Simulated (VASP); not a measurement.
Set up this calculation in VASP 6.6.1, as the native input.

```
Task                   : single point
Functional             : PBE
Potentials or basis    : VASP PAW PBE potentials, release 64 (Mo_sv)
Cutoff                 : 520 eV
k mesh                 : 18 × 18 × 18
Occupations            : gaussian, width 0.05 eV
Spin                   : no spin polarisation
Dipole correction      : no
Further INCAR settings : ALGO = Normal; EDIFF = 1e-06; NBANDS = 13
```

The structure of Mo lies in POSCAR:

```
Mo
1.0
    0.0000000000      2.0009855332      2.0009855332
    2.0009855332      0.0000000000      2.0009855332
    2.0009855332      2.0009855332      0.0000000000
Mo
1
Direct
    0.0000000000      0.0000000000      0.0000000000
```

The input as run:

INCAR

```
SYSTEM = Mo
PREC     = Accurate       ! precision mode
ENCUT    = 520            ! plane-wave cutoff, eV
EDIFF    = 1E-6           ! SCF threshold, eV
ISMEAR   = 0              ! smearing method
SIGMA    = 0.05           ! smearing width, eV
LREAL    = .False.        ! projectors in reciprocal space
LASPH    = .True.         ! aspherical terms in the spheres
NELM     = 100            ! most SCF steps
ALGO     = Normal         ! electronic algorithm
ISIF     = 2              ! what is computed and relaxed
LWAVE    = .False.        ! write WAVECAR
LCHARG   = .False.        ! write CHGCAR
GGA      = PE             ! functional
NBANDS   = 13             ! bands
```

KPOINTS

```
Automatic mesh
0
Gamma
  18 18 18
  0 0 0
```

Potentials or basis: VASP PAW PBE potentials, release 64 (Mo_sv).

Run with:

```console
$ cat potpaw_PBE.64/Mo_sv/POTCAR > POTCAR
$ mpirun -np 1 vasp_std > vasp.out
```

Results of the run:

```json
{
  "Pressure": "0.5 GPa",
  "Band gap on the k mesh": "zero (band 7 reaches 15.77 eV, above the bottom of band 8 at 11.07 eV)"
}
```

It took 94 s on 1 thread of AMD EPYC 7R13 (shared host), peak memory 0.13 GiB.
